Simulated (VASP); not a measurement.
# Fe in VASP: notebook

Runs on Fe. Level: PBEsol. Tasks: single point, relaxation of cell and atoms.

All numbers are computed with VASP 6.6.1; they aren't measurements. Logs are shortened: lines on timing, memory, paths and dates and some standing lists are left out, and cuts for length are marked.

## (1) The cell of the first run

The structure is tetragonal, space group I4/mmm (No. 139). The conventional cell has a = 2.379 Å, b = 2.379 Å, c = 3.935 Å, α = 90.00°, β = 90.00°, γ = 90.00°. Fe (site symmetry 4/mmm) has 12 Fe at 2.38 to 2.59 Å within 3.1 Å.

## (2) Single point, PBEsol, collinear spin, ferromagnetic start

INCAR reads:

```
ALGO = Fast
EDIFF = 1E-7
ENCUT = 520
GGA = PS
ISIF = 2
ISMEAR = 0
ISPIN = 2
LASPH = True
LCHARG = False
LMAXMIX = 4
LORBIT = 11
LREAL = False
LWAVE = False
MAGMOM = 2.45
NBANDS = 14
NELM = 150
PREC = Accurate
SIGMA = 0.1
```

KPOINTS reads:

```
k-points
0
Gamma
  24 24 24
```

POSCAR reads:

```
Fe
1.0
   -1.1897023185      1.1897023185      1.9672858751
    1.1897023185     -1.1897023185      1.9672858751
    1.1897023185      1.1897023185     -1.9672858751
Fe
1
Direct
    0.0000000000      0.0000000000      0.0000000000
```

Potentials or basis: VASP PAW PBE potentials, release 64 (Fe).

The run is started by

```sh
cat potpaw_PBE.64/Fe/POTCAR > POTCAR
mpirun -np 1 vasp_std > vasp.out
```

OUTCAR:

```text
EDIFF = 1E-7
   ENCUT = 520
   GGA = PS
   ISIF = 2
   ISMEAR = 0
   ISPIN = 2
   LASPH = True
   LORBIT = 11
   LREAL = False
   NELM = 150
   PREC = Accurate

 ion  position               nearest neighbor table
   1  0.000  0.000  0.000-

  LATTYP: Found a body centered tetragonal cell.
 ALAT       =     2.3794046370
 C/A-ratio  =     1.6535950586

  Lattice vectors:

 A1 = (  -1.1897023185,   1.1897023185,   1.9672858751)
 A2 = (   1.1897023185,  -1.1897023185,   1.9672858751)
 A3 = (   1.1897023185,   1.1897023185,  -1.9672858751)

Analysis of symmetry for initial positions (statically):
=====================================================================
 Subroutine PRICEL returns:
 Original cell was already a primitive cell.

 Routine SETGRP: Setting up the symmetry group for a
 body centered tetragonal supercell.

 Subroutine GETGRP returns: Found 16 space group operations
 (whereof 16 operations were pure point group operations)
 out of a pool of 16 trial point group operations.

The static configuration has the point symmetry D_4h.

Analysis of symmetry for dynamics (positions and initial velocities):
=====================================================================
 Subroutine PRICEL returns:
 Original cell was already a primitive cell.

 Routine SETGRP: Setting up the symmetry group for a
 body centered tetragonal supercell.

 Subroutine GETGRP returns: Found 16 space group operations
 (whereof 16 operations were pure point group operations)
 out of a pool of 16 trial point group operations.

The dynamic configuration has the point symmetry D_4h.

Analysis of structural, dynamic, and magnetic symmetry:
=====================================================================
 Subroutine PRICEL returns:
 Original cell was already a primitive cell.

 Routine SETGRP: Setting up the symmetry group for a
 body centered tetragonal supercell.

 Subroutine GETGRP returns: Found 16 space group operations
 (whereof 16 operations were pure point group operations)
 out of a pool of 16 trial point group operations.

The overall configuration has the point symmetry D_4h.

 Subroutine INISYM returns: Found 16 space group operations
 (whereof 16 operations are pure point group operations),
 and found     1 'primitive' translations

----------------------------------------------------------------------------------------

                                     Primitive cell

  volume of cell :      11.1379

  direct lattice vectors                    reciprocal lattice vectors
    -1.189702318  1.189702318  1.967285875     0.000000000  0.420273200  0.254157266
     1.189702318 -1.189702318  1.967285875     0.420273200  0.000000000  0.254157266
     1.189702318  1.189702318 -1.967285875     0.420273200  0.420273200  0.000000000

  length of vectors
     2.588628387  2.588628387  2.588628387     0.491147105  0.491147105  0.594356059

  position of ions in fractional coordinates (direct lattice)
     0.000000000  0.000000000  0.000000000

  ion indices of the primitive-cell ions
   primitive index   ion index
                 1           1

----------------------------------------------------------------------------------------

 KPOINTS: k-points

Automatic generation of k-mesh.
 Grid dimensions read from file:
 generate k-points for:   24   24   24

 Generating k-lattice:

  Cartesian coordinates                     Fractional coordinates (reciprocal lattice)
     0.000000000  0.017511383  0.010589886     0.041666667  0.000000000  0.000000000
     0.017511383  0.000000000  0.010589886     0.000000000  0.041666667  0.000000000
     0.017511383  0.017511383  0.000000000     0.000000000  0.000000000  0.041666667

  Length of vectors
     0.020464463  0.020464463  0.024764836

  Shift w.r.t. Gamma in fractional coordinates (k-lattice)
     0.000000000  0.000000000  0.000000000

 Subroutine IBZKPT returns following result:
 ===========================================

 Found   1063 irreducible k-points:

 Following reciprocal coordinates:
            Coordinates               Weight
  0.000000  0.000000  0.000000      1.000000
  0.041667  0.000000 -0.000000      8.000000
  0.083333  0.000000 -0.000000      8.000000
  0.125000  0.000000  0.000000      8.000000
  0.166667  0.000000 -0.000000      8.000000
  0.208333  0.000000 -0.000000      8.000000
[... 16 lines left out ...]
  0.416667  0.041667 -0.000000     16.000000
  0.458333  0.041667  0.000000     16.000000
 [... further k-points ...]
   k-points           NKPTS =   1063   k-points in BZ     NKDIM =   1063   number of bands    NBANDS=     14
   number of dos      NEDOS =    301   number of ions     NIONS =      1
   total plane-waves  NPLWV =   8000
   dimension x,y,z NGX =    20 NGY =   20 NGZ =   20
   dimension x,y,z NGXF=    40 NGYF=   40 NGZF=   40
   ions per type =               1
   NGX,Y,Z   is equivalent  to a cutoff of  12.84, 12.84, 12.84 a.u.
   NGXF,Y,Z  is equivalent  to a cutoff of  25.69, 25.69, 25.69 a.u.
 SYSTEM =  unknown system
   PREC   = accura    normal or accurate (medium, high low for compatibility)
   ISTART =      0    job   : 0-new  1-cont  2-samecut
   ICHARG =      2    charge: 1-file 2-atom 10-const
   ISPIN  =      2    spin polarized calculation?
   LNONCOLLINEAR =      F non collinear calculations
   LSORBIT =      F    spin-orbit coupling
   LASPH  =      T    aspherical Exc in radial PAW
   ENCUT  =  520.0 eV  38.22 Ry    6.18 a.u.   4.81  4.81  4.81*2*pi/ulx,y,z
   NELM   =    150;   NELMIN=  2; NELMDL= -5     # of ELM steps
   EDIFF  = 0.1E-06   stopping-criterion for ELM
   LREAL  =      F    real-space projection
   EDIFFG = 0.1E-05   stopping-criterion for IOM
   NSW    =      0    number of steps for IOM
   IBRION =     -1    ionic relax: 0-MD 1-quasi-New 2-CG
   NFREE  =      0    steps in history (QN), initial steepest desc. (CG)
   ISIF   =      2    stress and relaxation
   ISYM   =      2    0-nonsym 1-usesym 2-fastsym
   POTIM  = 0.5000    time-step for ionic-motion
   TEBEG  =    0.0;   TEEND  =   0.0 temperature during run
   PSTRESS=    0.0 pullay stress
   NELECT =       8.0000    total number of electrons
   NUPDOWN=      -1.0000    fix difference up-down
   EMIN   =  10.00;   EMAX   =-10.00  energy-range for DOS
   EFERMI =   0.00;   METHOD = LEGACY
   ISMEAR =     0;   SIGMA  =   0.10  broadening in eV -4-tet -1-fermi 0-gaus
   EFERMI_NEDOS =   21; number of points for ismear=-14 and -15
   IALGO  =     68    algorithm
   IMIX   =      4    mixing-type and parameters
     AMIX     =   0.40;   BMIX     =  1.00
     AMIX_MAG =   1.60;   BMIX_MAG =  1.00
  volume/ion in A,a.u.               =      11.14        75.16
  Fermi-wavevector in a.u.,A,eV,Ry     =   1.466122  2.770569 29.245913  2.149514
  Thomas-Fermi vector in A             =   2.581897
   LORBIT       =     11    0 simple, 1 ext, 2 COOP (PROOUT), +10 PAW based schemes
   GGA     = PS    functional components
   LHFCALC =     F    Hartree Fock is set to
   AEXX    =    0.0000 exact exchange contribution
   IVDW    =     0    specifies the selected vdW correction
   LEPSILON=     F    determine dielectric tensor
   LRPA    =     F    only Hartree local field effects (RPA)
 spin polarized calculation
 RMM-DIIS sequential band-by-band and
 Gauss-broadening in eV      SIGMA  =   0.10
  energy-cutoff  :      520.00
  volume of cell :       11.14
 maximum number of plane-waves:       324
   NGX =  9   NGY =  9   NGZ =  9

 number of electron       7.9999996 magnetization       2.2778061

 Free energy of the ion-electron system (eV)
  ---------------------------------------------------
  ext. energy  EPLUGINS =         0.00000000
  ---------------------------------------------------
  free energy    TOTEN  =        -8.78960507 eV

  energy without entropy =       -8.78540390  energy(sigma->0) =       -8.78750448

 E-fermi :   5.9582     XC(G=0): -13.3786

 val. band max:        5.9578219512   @ k =  -0.3750  -0.4167   0.3750
 cond. band min:       5.9582769535   @ k =  -0.3750  -0.3750   0.3333
 fundamental gap:      0.0004550023
 Fermi energy:         5.9582179773

 spin component 1

 k-point     1 :       0.0000    0.0000    0.0000
  band No.  band energies     occupation
      1      -2.7804      1.00000
      2       2.9620      1.00000
      3       4.0017      1.00000
      4       4.0017      1.00000
      5       4.0927      1.00000
      6       5.2023      1.00000
      7      28.8596      0.00000
      8      31.0152      0.00000
      9      34.0378      0.00000
     10      34.0378      0.00000
     11      36.0016      0.00000
     12      36.0016      0.00000
     13      36.6779      0.00000
     14      37.3207      0.00000

 k-point     2 :       0.0417    0.0000   -0.0000
  band No.  band energies     occupation
      1      -2.7102      1.00000
      2       2.9779      1.00000
      3       3.9780      1.00000
      4       4.0188      1.00000
      5       4.0976      1.00000
      6       5.1856      1.00000
      7      28.7256      0.00000
      8      30.7702      0.00000
      9      33.1898      0.00000
     10      33.8785      0.00000
     11      35.8200      0.00000
     12      36.2609      0.00000
     13      37.0597      0.00000
     14      37.9962      0.00000
[... 343 lines left out ...]
      1       0.8758      1.00000
      2       3.0372      1.00000
      3       3.8714      1.00000
      4       4.8853      1.00000
      5       5.7208      0.99961
      6       5.9916      0.31853
      7      14.0068      0.00000
      8      25.1331      0.00000
      9      30.2223      0.00000
     10      30.9200      0.00000
     11      33.1858      0.00000
     12      36.5497      0.00000
     13      41.2760      0.00000
     14      47.9066      0.00000

 k-point    24 :       0.4583    0.0417    0.0000
  band No.  band energies     occupation
      1       0.9086      1.00000
      2       3.0263      1.00000
      3       3.8287      1.00000
      4       5.1167      1.00000
      5       5.8622      0.91284
      6       6.3383      0.00000
      7      13.1228      0.00000
      8      24.8988      0.00000
      9      30.4043      0.00000
     10      30.6875      0.00000
     11      33.2334      0.00000
     12      36.2304      0.00000
     13      41.4111      0.00000
     14      48.7979      0.00000

 [... further k-points ...]

 spin component 2

 k-point     1 :       0.0000    0.0000    0.0000
  band No.  band energies     occupation
      1      -2.4662      1.00000
      2       4.6449      1.00000
      3       6.2863      0.00000
      4       6.2863      0.00000
      5       6.3995      0.00000
      6       8.0781      0.00000
      7      28.7593      0.00000
      8      30.9766      0.00000
      9      34.6572      0.00000
     10      34.6573      0.00000
     11      36.7256      0.00000
     12      36.7256      0.00000
     13      36.7910      0.00000
     14      38.0446      0.00000

 k-point     2 :       0.0417    0.0000   -0.0000
  band No.  band energies     occupation
      1      -2.3958      1.00000
      2       4.6610      1.00000
      3       6.2554      0.00001
      4       6.3056      0.00000
      5       6.4034      0.00000
      6       8.0578      0.00000
      7      28.6727      0.00000
      8      30.7760      0.00000
      9      33.7440      0.00000
     10      34.5212      0.00000
     11      36.4351      0.00000
     12      36.9599      0.00000
     13      37.4560      0.00000
     14      38.6036      0.00000
[... 343 lines left out ...]
      1       2.0549      1.00000
      2       4.9781      1.00000
      3       5.6354      1.00000
      4       6.4553      0.00000
      5       8.1086      0.00000
      6       8.3116      0.00000
      7      15.3070      0.00000
      8      25.3879      0.00000
      9      30.7656      0.00000
     10      31.5196      0.00000
     11      33.8133      0.00000
     12      37.2079      0.00000
     13      41.7457      0.00000
     14      48.6201      0.00000

 k-point    24 :       0.4583    0.0417    0.0000
  band No.  band energies     occupation
      1       2.1891      1.00000
      2       4.9616      1.00000
      3       5.8737      0.88399
      4       6.4642      0.00000
      5       8.2184      0.00000
      6       8.4226      0.00000
      7      14.5524      0.00000
      8      25.1561      0.00000
      9      30.8206      0.00000
     10      31.3671      0.00000
     11      33.8791      0.00000
     12      36.9077      0.00000
     13      41.9386      0.00000
     14      49.3709      0.00000

 [... further k-points ...]

------------------------ aborting loop because EDIFF is reached ----------------------------------------

  FORCE on cell =-STRESS in cart. coord.  units (eV):
  Direction    XX          YY          ZZ          XY          YZ          ZX
  --------------------------------------------------------------------------------------
  -------------------------------------------------------------------------------------
  Total       -0.0042908     -0.0042908      0.0385636      0.0000000     -0.0000000     -0.0000000
  in kB       -0.6172312     -0.6172312      5.5473243      0.0000000     -0.0000000     -0.0000000
  external PRESSURE =       1.4376206 kB  Pullay stress =       0.0000000 kB

 VOLUME and BASIS-vectors are now :
 -----------------------------------------------------------------------------
  energy-cutoff  :      520.00
  volume of cell :       11.14
      direct lattice vectors                 reciprocal lattice vectors
    -1.189702318  1.189702318  1.967285875     0.000000000  0.420273200  0.254157266
     1.189702318 -1.189702318  1.967285875     0.420273200  0.000000000  0.254157266
     1.189702318  1.189702318 -1.967285875     0.420273200  0.420273200  0.000000000

 POSITION                                       TOTAL-FORCE (eV/Angst)
 -----------------------------------------------------------------------------------
      0.00000      0.00000      0.00000         0.000000      0.000000     -0.000000
 -----------------------------------------------------------------------------------
    total drift:                                0.000000     -0.000000      0.000000

  FREE ENERGIE OF THE ION-ELECTRON SYSTEM (eV)
  ---------------------------------------------------
  free  energy   TOTEN  =        -8.7896050666 eV

  energy  without entropy=       -8.7854039018  energy(sigma->0) =       -8.78750448

 total charge

# of ion       s       p       d       tot
------------------------------------------
    1        0.505   0.562   6.260   7.327

 magnetization (x)

# of ion       s       p       d       tot
------------------------------------------
    1       -0.014  -0.043   2.315   2.258
```

It took 5.5 min on 1 thread of Intel Xeon 6975P-C, shared host; peak memory 0.36 GiB.

What came out:

```
Free energy                                           : -8.7896 eV
Pressure                                              : 0.1 GPa
Net moment                                            : 2.28 μB per cell
Site moments                                          : Fe +2.26 μB
Valence electrons inside the program's atomic spheres : Fe 7.33
```

Stress tensor (GPa, compression positive):
```
-0.06  0.00  0.00
 0.00 -0.06  0.00
 0.00  0.00  0.55
```

Levels at points of the mesh, in eV from the Fermi level:
Spin up:
```tsv
k point	band 2	band 3	band 4	band 5	band 6	band 7	band 8	band 9
(0.00, 0.00, 0.00)	-3.00	-1.96	-1.96	-1.87	-0.76	22.90	25.06	28.08
(0.50, 0.00, 0.00)	-2.96	-2.08	-0.45	-0.05	0.04	6.94	18.95	24.79
(0.50, 0.50, 0.00)	-4.51	-0.47	-0.39	0.75	4.01	11.42	13.72	14.19
(0.50, 0.50, 0.50)	-4.36	-0.33	-0.05	-0.05	0.49	7.65	17.49	17.49
```
Spin down:
```
           k point  band 1  band 2  band 3  band 4  band 5  band 6  band 7
(0.00, 0.00, 0.00)   -8.42   -1.31    0.33    0.33    0.44    2.12   22.80
(0.50, 0.00, 0.00)   -3.79   -1.03    0.20    0.44    2.18    2.42    8.42
(0.50, 0.50, 0.00)   -3.59   -2.72    2.04    2.18    2.79    4.36   12.82
(0.50, 0.50, 0.50)   -3.84   -2.89    0.79    2.52    2.52    2.61    9.13
```

Caveat: the PAW data sets were made with another functional, which shifts forces and pressure a little.

(Continued in part 2 of 2.)
